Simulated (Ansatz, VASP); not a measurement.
# Two plane-wave programs on Co3O4

Contents of POSCAR:

```
Co3O4
1.0
    0.0000000000      4.0818500000      4.0818500000
    4.0818500000      0.0000000000      4.0818500000
    4.0818500000      4.0818500000      0.0000000000
Co O
6 8
Direct
    0.7500000000      0.7500000000      0.7500000000
    0.5000000000      0.5000000000      0.5000000000
    0.1250000000      0.1250000000      0.1250000000
    0.6250000000      0.1250000000      0.1250000000
    0.1250000000      0.1250000000      0.6250000000
    0.1250000000      0.6250000000      0.1250000000
    0.8878000000      0.8878000000      0.8878000000
    0.9134000000      0.3622000000      0.3622000000
    0.8878000000      0.8878000000      0.3366000000
    0.3622000000      0.9134000000      0.3622000000
    0.3366000000      0.8878000000      0.8878000000
    0.3622000000      0.3622000000      0.3622000000
    0.8878000000      0.3366000000      0.8878000000
    0.3622000000      0.3622000000      0.9134000000
```

The input INCAR.step1:

```
ALGO     = Normal         # electronic algorithm
EDIFF    = 1E-4           # SCF threshold, eV
ENCUT    = 520            # plane-wave cutoff, eV
GGA      = PE             # functional
ISMEAR   = -1             # smearing method
LASPH    = T              # aspherical terms in the spheres
LCHARG   = F              # write CHGCAR
LREAL    = F              # projectors in reciprocal space
LWAVE    = T              # write WAVECAR
NBANDS   = 64             # bands
NELM     = 80             # most SCF steps
PREC     = Accurate       # precision mode
SIGMA    = 0.1            # smearing width, eV
```

File INCAR.step2:

```
ALGO     = Normal         # electronic algorithm
EDIFF    = 1E-6           # SCF threshold, eV
ENCUT    = 520            # plane-wave cutoff, eV
ISIF     = 2              # what is computed and relaxed
ISMEAR   = -1             # smearing method
ISTART   = 1            
LASPH    = T              # aspherical terms in the spheres
LCHARG   = T              # write CHGCAR
LELF     = T              # ELF
LMIXTAU  = T            
LREAL    = F              # projectors in reciprocal space
LVHAR    = T            
LWAVE    = F              # write WAVECAR
METAGGA  = R2SCAN         # meta-GGA
NBANDS   = 64             # bands
NELM     = 80             # most SCF steps
PREC     = Accurate       # precision mode
SIGMA    = 0.1            # smearing width, eV
```

The input KPOINTS:

```
k-points
0
Gamma
  3 3 3
```

Input for Ansatz:

```yaml
crystal:
  lattice:
    - [0.0, 4.08185, 4.08185]
    - [4.08185, 0.0, 4.08185]
    - [4.08185, 4.08185, 0.0]
  atoms:
    - { symbol: Co, position: [0.75, 0.75, 0.75] }
    - { symbol: Co, position: [0.5, 0.5, 0.5] }
    - { symbol: Co, position: [0.125, 0.125, 0.125] }
    - { symbol: Co, position: [0.625, 0.125, 0.125] }
    - { symbol: Co, position: [0.125, 0.125, 0.625] }
    - { symbol: Co, position: [0.125, 0.625, 0.125] }
    - { symbol: O, position: [0.8878, 0.8878, 0.8878] }
    - { symbol: O, position: [0.9134, 0.3622, 0.3622] }
    - { symbol: O, position: [0.8878, 0.8878, 0.3366] }
    - { symbol: O, position: [0.3622, 0.9134, 0.3622] }
    - { symbol: O, position: [0.3366, 0.8878, 0.8878] }
    - { symbol: O, position: [0.3622, 0.3622, 0.3622] }
    - { symbol: O, position: [0.8878, 0.3366, 0.8878] }
    - { symbol: O, position: [0.3622, 0.3622, 0.9134] }
hamiltonian:
  xc: r2scan
  pseudopotentials: { kind: paw }
basis:
  ecutwfc: 500
kpoints:
  mp_grid: { grid: [3, 3, 3] }
scf:
  occupations: { method: fermi_dirac, width: 0.1 }
  lower_state_search: "off"
output:
  forces: true
  stress: true
  write_density: true
  write_potential: true
  elf: true
  volumetric_format: npy
```

Alike in both runs: task single point; functional r2SCAN; k mesh 3 × 3 × 3; occupations fermi-dirac, width 0.1 eV; no spin polarisation.

|  | VASP | Ansatz |
| --- | --- | --- |
| version | VASP 6.6.1 | Ansatz 0.2.0 |
| potentials or method | VASP PAW PBE potentials, release 64 (Co, O), cutoff 520 eV | PAW, plane waves, scalar-relativistic |
| valence electrons in the cell | 102 | 150 |

```tsv
	VASP	Ansatz	Ansatz less VASP
pressure (GPa)	-14.1	-14.7	-0.58
rms of the force components (eV/Å)	0.162	0.117	-0.0449
```

VASP's potentials were made for PBE, not for r2SCAN. Atom by atom the forces differ by 0.045 eV/Å (rms over components). With one functional, cell and mesh, what is left measures potentials, basis and numerics. VASP's potentials hold 102 valence electrons a cell and Ansatz's 150, so a difference there can come from the potentials and not from the codes.

The k mesh is coarse, so the values compare programs but aren't converged.
